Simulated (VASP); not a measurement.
# TiO2 (I4_1/amd) in VASP: further runs, part 2 of 3

VASP 6.6.1.

### Step 3. Single point, PBE+U

This run uses another cell than the first one, of the same volume but with other edges.

File INCAR:

```
ALGO = Normal ; EDIFF = 1E-6
ENCUT = 520 ; GGA = PE
ISIF = 2 ; ISMEAR = 0
LASPH = T ; LCHARG = F
LDAU = T ; LDAUJ = 0 0
LDAUL = 2 -1 ; LDAUPRINT = 1
LDAUTYPE = 2 ; LDAUU = 4 0
LMAXMIX = 4 ; LREAL = F
LWAVE = F ; NBANDS = 33
NELM = 150 ; PREC = Accurate
SIGMA = 0.05
```

File KPOINTS:

```
k-points
0
Gamma
  8 8 8
```

File POSCAR:

```
TiO2
1.0
   -1.7961012887      1.7961012887      5.5219338020
    1.7961012887     -1.7961012887      5.5219338020
    1.7961012887      1.7961012887     -5.5219338020
Ti O
2 4
Direct
    0.0000000000      0.0000000000      0.0000000000
    0.7500000000      0.2500000000      0.5000000000
    0.2103403591      0.2103403591      0.0000000000
    0.9603403591      0.4603403591      0.5000000000
    0.5396596409      0.0396596409      0.5000000000
    0.7896596409      0.7896596409      0.0000000000
```

Potentials or basis: VASP PAW PBE potentials, release 64 (Ti_sv, O).

On the command line:

```console
$ cat potpaw_PBE.64/Ti_sv/POTCAR potpaw_PBE.64/O/POTCAR > POTCAR
$ mpirun -np 1 vasp_std > vasp.out
```

OUTCAR:

```text
EDIFF = 1E-6
   ENCUT = 520
   GGA = PE
   ISIF = 2
   ISMEAR = 0
   LASPH = T
   LREAL = F
   NELM = 150
   PREC = Accurate

 ion  position               nearest neighbor table
   1  0.000  0.000  0.000-   5 1.85   4 1.85   5 1.85   4 1.85   3 2.32   6 2.32
   2  0.750  0.250  0.500-   6 1.85   3 1.85   6 1.85   3 1.85   4 2.32   5 2.32
   3  0.210  0.210  0.000-   2 1.85   2 1.85   1 2.32
   4  0.960  0.460  0.500-   1 1.85   1 1.85   2 2.32
   5  0.540  0.040  0.500-   1 1.85   1 1.85   2 2.32
   6  0.790  0.790  0.000-   2 1.85   2 1.85   1 2.32

  LATTYP: Found a body centered tetragonal cell.
 ALAT       =     3.5922025774
 C/A-ratio  =     3.0744000000

  Lattice vectors:

 A1 = (  -1.7961012887,   1.7961012887,   5.5219338020)
 A2 = (   1.7961012887,  -1.7961012887,   5.5219338020)
 A3 = (   1.7961012887,   1.7961012887,  -5.5219338020)

Analysis of symmetry for initial positions (statically):
=====================================================================
 Subroutine PRICEL returns:
 Original cell was already a primitive cell.

 Routine SETGRP: Setting up the symmetry group for a
 body centered tetragonal supercell.

 Subroutine GETGRP returns: Found 16 space group operations
 (whereof  8 operations were pure point group operations)
 out of a pool of 16 trial point group operations.

The static configuration has the point symmetry D_2d.
 The point group associated with its full space group is D_4h.

Analysis of symmetry for dynamics (positions and initial velocities):
=====================================================================
 Subroutine PRICEL returns:
 Original cell was already a primitive cell.

 Routine SETGRP: Setting up the symmetry group for a
 body centered tetragonal supercell.

 Subroutine GETGRP returns: Found 16 space group operations
 (whereof  8 operations were pure point group operations)
 out of a pool of 16 trial point group operations.

The dynamic configuration has the point symmetry D_2d.
 The point group associated with its full space group is D_4h.

 Subroutine INISYM returns: Found 16 space group operations
 (whereof  8 operations are pure point group operations),
 and found     1 'primitive' translations

----------------------------------------------------------------------------------------

[... 166 lines left out ...]
  o =  0.1218  v =  0.0000  0.0000  0.0000  0.0000  0.0000  0.0000 -0.9838 -0.0000  0.1793 -0.0000      0.0000  0.0000  0.0000  0.0000  0.0000  0.0000  0.0000  0.0000  0.0000  0.0000
  o =  0.1218  v =  0.0000  0.0000  0.0000  0.0000  0.0000  0.0000  0.1793  0.0000  0.9838  0.0000      0.0000  0.0000  0.0000  0.0000  0.0000  0.0000  0.0000  0.0000  0.0000  0.0000
  o =  0.1218  v =  0.0000  0.1793  0.0000  0.9838  0.0000  0.0000  0.0000  0.0000  0.0000  0.0000      0.0000  0.0000  0.0000  0.0000  0.0000  0.0000  0.0000  0.0000  0.0000  0.0000
  o =  0.1380  v =  0.0000  0.0000  0.0000  0.0000  0.0000  1.0000  0.0000  0.0000  0.0000  0.0000      0.0000  0.0000  0.0000  0.0000  0.0000  0.0000  0.0000  0.0000  0.0000  0.0000
  o =  0.1380  v =  1.0000  0.0000  0.0000  0.0000  0.0000  0.0000  0.0000  0.0000  0.0000  0.0000      0.0000  0.0000  0.0000  0.0000  0.0000  0.0000  0.0000  0.0000  0.0000  0.0000
  o =  0.1656  v =  0.0000  0.0000 -1.0000 -0.0000  0.0000  0.0000  0.0000  0.0000  0.0000  0.0000      0.0000  0.0000  0.0000  0.0000  0.0000  0.0000  0.0000  0.0000  0.0000  0.0000
  o =  0.1656  v =  0.0000  0.0000  0.0000  0.0000  0.0000  0.0000  0.0000 -1.0000 -0.0000  0.0000      0.0000  0.0000  0.0000  0.0000  0.0000  0.0000  0.0000  0.0000  0.0000  0.0000
  o =  0.3035  v =  0.0000  0.0000 -0.0000  0.0000 -1.0000  0.0000  0.0000  0.0000  0.0000  0.0000      0.0000  0.0000  0.0000  0.0000  0.0000  0.0000  0.0000  0.0000  0.0000  0.0000
  o =  0.3035  v =  0.0000  0.0000  0.0000  0.0000  0.0000  0.0000  0.0000 -0.0000  0.0000 -1.0000      0.0000  0.0000  0.0000  0.0000  0.0000  0.0000  0.0000  0.0000  0.0000  0.0000

atom =   2  type =  1  l = 2

 onsite density matrix

spin component  1

  0.1380  0.0000  0.0000 -0.0000 -0.0000
  0.0000  0.1218 -0.0000  0.0000  0.0000
  0.0000 -0.0000  0.1656  0.0000  0.0000
 -0.0000  0.0000  0.0000  0.1218  0.0000
 -0.0000  0.0000  0.0000  0.0000  0.3035

spin component  2

  0.1380  0.0000  0.0000 -0.0000 -0.0000
  0.0000  0.1218 -0.0000  0.0000  0.0000
  0.0000 -0.0000  0.1656  0.0000  0.0000
 -0.0000  0.0000  0.0000  0.1218  0.0000
 -0.0000  0.0000  0.0000  0.0000  0.3035

 occupancies and eigenvectors

  o =  0.1218  v =  0.0000  1.0000 -0.0000  0.0024 -0.0000  0.0000  0.0000  0.0000  0.0000  0.0000      0.0000  0.0000  0.0000  0.0000  0.0000  0.0000  0.0000  0.0000  0.0000  0.0000
  o =  0.1218  v =  0.0000  0.0000  0.0000  0.0000  0.0000  0.0000  1.0000 -0.0000  0.0024 -0.0000      0.0000  0.0000  0.0000  0.0000  0.0000  0.0000  0.0000  0.0000  0.0000  0.0000
  o =  0.1218  v =  0.0000  0.0024  0.0000 -1.0000 -0.0000  0.0000  0.0000  0.0000  0.0000  0.0000      0.0000  0.0000  0.0000  0.0000  0.0000  0.0000  0.0000  0.0000  0.0000  0.0000
  o =  0.1218  v =  0.0000  0.0000  0.0000  0.0000  0.0000  0.0000  0.0024  0.0000 -1.0000 -0.0000      0.0000  0.0000  0.0000  0.0000  0.0000  0.0000  0.0000  0.0000  0.0000  0.0000
  o =  0.1380  v =  1.0000  0.0000  0.0000  0.0000  0.0000  0.0000  0.0000  0.0000  0.0000  0.0000      0.0000  0.0000  0.0000  0.0000  0.0000  0.0000  0.0000  0.0000  0.0000  0.0000
  o =  0.1380  v =  0.0000  0.0000  0.0000  0.0000  0.0000  1.0000  0.0000  0.0000  0.0000  0.0000      0.0000  0.0000  0.0000  0.0000  0.0000  0.0000  0.0000  0.0000  0.0000  0.0000
  o =  0.1656  v =  0.0000  0.0000 -1.0000 -0.0000  0.0000  0.0000  0.0000  0.0000  0.0000  0.0000      0.0000  0.0000  0.0000  0.0000  0.0000  0.0000  0.0000  0.0000  0.0000  0.0000
  o =  0.1656  v =  0.0000  0.0000  0.0000  0.0000  0.0000  0.0000  0.0000 -1.0000 -0.0000  0.0000      0.0000  0.0000  0.0000  0.0000  0.0000  0.0000  0.0000  0.0000  0.0000  0.0000
  o =  0.3035  v =  0.0000  0.0000  0.0000  0.0000  0.0000  0.0000 -0.0000 -0.0000  0.0000 -1.0000      0.0000  0.0000  0.0000  0.0000  0.0000  0.0000  0.0000  0.0000  0.0000  0.0000
  o =  0.3035  v =  0.0000 -0.0000 -0.0000  0.0000 -1.0000  0.0000  0.0000  0.0000  0.0000  0.0000      0.0000  0.0000  0.0000  0.0000  0.0000  0.0000  0.0000  0.0000  0.0000  0.0000

 number of electron      48.0000005 magnetization

 Free energy of the ion-electron system (eV)
  ---------------------------------------------------
  ext. energy  EPLUGINS =         0.00000000
  ---------------------------------------------------
  free energy    TOTEN  =       -47.10728835 eV

  energy without entropy =      -47.10728835  energy(sigma->0) =      -47.10728835

 E-fermi :   3.7376     XC(G=0): -10.5087

 val. band max:        3.5193666833   @ k =  -0.3750   0.3750   0.0000
 cond. band min:       6.2889371023   @ k =   0.0000   0.0000   0.0000
 fundamental gap:      2.7695704191
 Fermi energy:         3.7376333101

 k-point     1 :       0.0000    0.0000    0.0000
  band No.  band energies     occupation
      1     -54.0061      2.00000
      2     -53.9862      2.00000
      3     -30.3747      2.00000
      4     -30.1947      2.00000
      5     -30.1703      2.00000
      6     -30.1703      2.00000
[... 853 lines left out ...]
     32       8.7619      0.00000
     33      10.7762      0.00000

 [... further k-points ...]
[... 5 lines left out ...]
  --------------------------------------------------------------------------------------
  -------------------------------------------------------------------------------------
  Total       12.2980779     12.2980779     -4.7488962      0.0000000      0.0000000      0.0000000
  in kB      276.5253717    276.5253717   -106.7801256      0.0000000      0.0000000      0.0000000
  external PRESSURE =     148.7568726 kB  Pullay stress =       0.0000000 kB

 VOLUME and BASIS-vectors are now :
 -----------------------------------------------------------------------------
  energy-cutoff  :      520.00
  volume of cell :       71.25
      direct lattice vectors                 reciprocal lattice vectors
    -1.796101289  1.796101289  5.521933802     0.000000000  0.278380737  0.090547989
     1.796101289 -1.796101289  5.521933802     0.278380737  0.000000000  0.090547989
     1.796101289  1.796101289 -5.521933802     0.278380737  0.278380737  0.000000000

 POSITION                                       TOTAL-FORCE (eV/Angst)
 -----------------------------------------------------------------------------------
      0.00000      0.00000      0.00000        -0.000000     -0.000000      0.000000
      0.00000      1.79610      2.76097        -0.000000     -0.000000      0.000000
      0.00000      0.00000      2.32297        -0.000000      0.000000     -1.867902
      0.00000      1.79610      5.08394         0.000000     -0.000000     -1.867902
      0.00000      1.79610      0.43800         0.000000     -0.000000      1.867902
      0.00000      0.00000      8.72090        -0.000000      0.000000      1.867902
 -----------------------------------------------------------------------------------
    total drift:                                0.000000     -0.000000      0.000000

  FREE ENERGIE OF THE ION-ELECTRON SYSTEM (eV)
  ---------------------------------------------------
  free  energy   TOTEN  =       -47.1072883505 eV

  energy  without entropy=      -47.1072883505  energy(sigma->0) =      -47.10728835
```

Run time: 4.9 min. Hardware: 1 thread of AMD EPYC 9R14 (Zen 4), shared host; peak memory 0.34 GiB.

Results:

```
Free energy            : -47.1073 eV
Pressure               : 14.9 GPa
Largest force          : 1.868 eV/Å
Band gap on the k mesh : 2.77 eV (least direct gap 2.95 eV)
```

Forces on the atoms (eV/Å):
```
Ti   0.000  0.000  0.000
Ti   0.000  0.000  0.000
O    0.000  0.000 -1.868
O    0.000  0.000 -1.868
O    0.000  0.000  1.868
O    0.000  0.000  1.868
```

Stress tensor (GPa, compression positive):
```
 27.65   0.00   0.00
  0.00  27.65   0.00
  0.00   0.00 -10.68
```

Levels at points of the mesh, in eV from the valence-band top:
```tsv
k point	band 22	band 23	band 24	band 25	band 26	band 27
(0.00, 0.00, 0.00)	-1.37	-0.72	-0.72	2.77	3.09	4.17
(0.50, 0.00, 0.00)	-1.65	-1.11	-1.06	3.63	3.79	4.05
(0.50, 0.50, 0.00)	-2.44	-0.02	-0.02	3.33	3.33	3.97
(0.50, 0.50, 0.50)	-1.56	-0.58	-0.58	2.92	2.92	4.51
```

Eigenvalues of the final occupation matrices:
| site | spin | trace | eigenvalues |
| --- | --- | --- | --- |
| site 1 d | 1 | 0.85 | 0.12 0.12 0.14 0.17 0.30 |
| site 1 d | 2 | 0.85 | 0.12 0.12 0.14 0.17 0.30 |
| site 2 d | 1 | 0.85 | 0.12 0.12 0.14 0.17 0.30 |
| site 2 d | 2 | 0.85 | 0.12 0.12 0.14 0.17 0.30 |

Caveat: the cell stands under pressure; forces of over 1 eV/Å act on the atoms, so gaps and moduli don't describe the material at rest. A k mesh can miss the band edges.

### Step 4. Single point, PBE+U

This run uses another cell than the first one, of the same volume but with other edges.

File INCAR:

```
SYSTEM = TiO2
ALGO = Normal
EDIFF = 1E-6
ENCUT = 520
GGA = PE
ISIF = 2
ISMEAR = 0
LASPH = .TRUE.
LCHARG = .FALSE.
LDAU = .TRUE.
LDAUJ = 0 0
LDAUL = 2 -1
LDAUPRINT = 1
LDAUTYPE = 2
LDAUU = 4 0
LMAXMIX = 4
LREAL = .FALSE.
LWAVE = .FALSE.
NBANDS = 33
NELM = 150
PREC = Accurate
SIGMA = 0.05
```

File KPOINTS:

```
k-points
0
G
  8 8 8
  0 0 0
```

File POSCAR:

```
TiO2
1.0
   -1.8680206176      1.8680206176      5.1049267437
    1.8680206176     -1.8680206176      5.1049267437
    1.8680206176      1.8680206176     -5.1049267437
Ti O
2 4
Direct
    0.0000000000      0.0000000000      0.0000000000
    0.7500000000      0.2500000000      0.5000000000
    0.2205655066      0.2205655066      0.0000000000
    0.9705655066      0.4705655066      0.5000000000
    0.5294344934      0.0294344934      0.5000000000
    0.7794344934      0.7794344934      0.0000000000
```

On the command line:

```console
$ cat potpaw_PBE.64/Ti_sv/POTCAR potpaw_PBE.64/O/POTCAR > POTCAR
$ mpirun -np 1 vasp_std > vasp.out
```

Wall time 4.5 min (1 thread of AMD EPYC 9R14 (Zen 4), shared host); peak memory 0.34 GiB.

Results (log left out):

```yaml
Free_energy: -47.5572 eV
Pressure: 5.2 GPa
Largest_force: 1.787 eV/Å
Band_gap_on_the_k_mesh: 2.18 eV (least direct gap 2.93 eV)
```

Forces on the atoms (eV/Å):
```
Ti   0.000  0.000  0.000
Ti   0.000  0.000  0.000
O    0.000  0.000 -1.787
O    0.000  0.000 -1.787
O    0.000  0.000  1.787
O    0.000  0.000  1.787
```

Stress tensor (GPa, compression positive):
```
 15.68   0.00   0.00
  0.00  15.68   0.00
  0.00   0.00 -15.71
```

Levels at points of the mesh, in eV from the valence-band top:
| k point | band 21 | band 22 | band 23 | band 24 | band 25 | band 26 | band 27 | band 28 |
| --- | --- | --- | --- | --- | --- | --- | --- | --- |
| (0.00, 0.00, 0.00) | -1.18 | -1.18 | -0.84 | -0.84 | 2.18 | 2.69 | 3.29 | 3.29 |
| (0.50, 0.00, 0.00) | -2.08 | -1.68 | -1.39 | -1.17 | 3.00 | 3.20 | 3.39 | 3.61 |
| (0.50, 0.50, 0.00) | -2.81 | -2.81 | 0.00 | 0.00 | 3.33 | 3.33 | 3.84 | 3.84 |
| (0.50, 0.50, 0.50) | -1.73 | -1.73 | -0.59 | -0.59 | 2.43 | 2.43 | 3.23 | 3.23 |

Eigenvalues of the final occupation matrices:
| site | spin | trace | eigenvalues |
| --- | --- | --- | --- |
| site 1 d | 1 | 0.81 | 0.10 0.10 0.13 0.19 0.29 |
| site 1 d | 2 | 0.81 | 0.10 0.10 0.13 0.19 0.29 |
| site 2 d | 1 | 0.81 | 0.10 0.10 0.13 0.19 0.29 |
| site 2 d | 2 | 0.81 | 0.10 0.10 0.13 0.19 0.29 |

Caveat: the cell stands under pressure; forces of over 1 eV/Å act on the atoms, so gaps and moduli don't describe the material at rest. A k mesh can miss the band edges.

### Step 5. Single point, PBE+U

This run uses another cell than the first one, of the same volume but with other edges.

Edit INCAR of step 4 so:

```diff
@@ -2,3 +2,3 @@
 ALGO = Normal
-EDIFF = 1E-6
+EDIFF = 1E-7
 ENCUT = 520
```

KPOINTS is that of step 4.

File POSCAR:

```
TiO2
1.0
   -1.8680206176      1.8680206176      5.1049267437
    1.8680206176     -1.8680206176      5.1049267437
    1.8680206176      1.8680206176     -5.1049267437
Ti O
2 4
Direct
    0.0000000000      0.0000000000      0.0000000000
    0.7500000000      0.2500000000      0.5000000000
    0.2001152117      0.2001152117      0.0000000000
    0.9501152117      0.4501152117      0.5000000000
    0.5498847883      0.0498847883      0.5000000000
    0.7998847883      0.7998847883      0.0000000000
```

On the command line:

```console
$ cat potpaw_PBE.64/Ti_sv/POTCAR potpaw_PBE.64/O/POTCAR > POTCAR
$ mpirun -np 1 vasp_std > vasp.out
```

Wall time 5.9 min (1 thread of AMD EPYC 9R14 (Zen 4), shared host); peak memory 0.34 GiB.

It converged, with:

```
Free energy            : -48.3816 eV
Pressure               : 6.2 GPa
Largest force          : 0.165 eV/Å
Band gap on the k mesh : 2.90 eV (least direct gap 3.10 eV)
```

Forces in eV/Å, atoms in the order of the input:
```
Ti   0.000  0.000  0.000
Ti   0.000  0.000  0.000
O    0.000  0.000  0.165
O    0.000  0.000  0.165
O    0.000  0.000 -0.165
O    0.000  0.000 -0.165
```

Stress tensor (GPa, compression positive):
```
8.88 0.00 0.00
0.00 8.88 0.00
0.00 0.00 0.94
```

Levels at points of the mesh, in eV from the valence-band top:
```tsv
k point	band 20	band 21	band 22	band 23	band 24	band 25	band 26	band 27	band 28	band 29
(0.00, 0.00, 0.00)	-0.87	-0.83	-0.83	-0.27	-0.27	2.90	3.44	4.82	4.82	4.84
(0.50, 0.00, 0.00)	-1.79	-1.66	-0.82	-0.69	-0.69	3.93	3.95	3.97	4.26	4.84
(0.50, 0.50, 0.00)	-2.27	-1.77	-1.77	-0.10	-0.10	3.63	3.63	4.10	4.10	5.41
(0.50, 0.50, 0.50)	-1.38	-1.14	-1.14	-0.01	-0.01	3.16	3.16	4.50	4.50	4.91
```

Eigenvalues of the final occupation matrices:
| site | spin | trace | eigenvalues |
| --- | --- | --- | --- |
| site 1 d | 1 | 0.80 | 0.11 0.11 0.11 0.23 0.26 |
| site 1 d | 2 | 0.80 | 0.11 0.11 0.11 0.23 0.26 |
| site 2 d | 1 | 0.80 | 0.11 0.11 0.11 0.23 0.26 |
| site 2 d | 2 | 0.80 | 0.11 0.11 0.11 0.23 0.26 |

Caveat: the cell stands under pressure. A k mesh can miss the band edges.

(Part 2 of 3 ends here.)
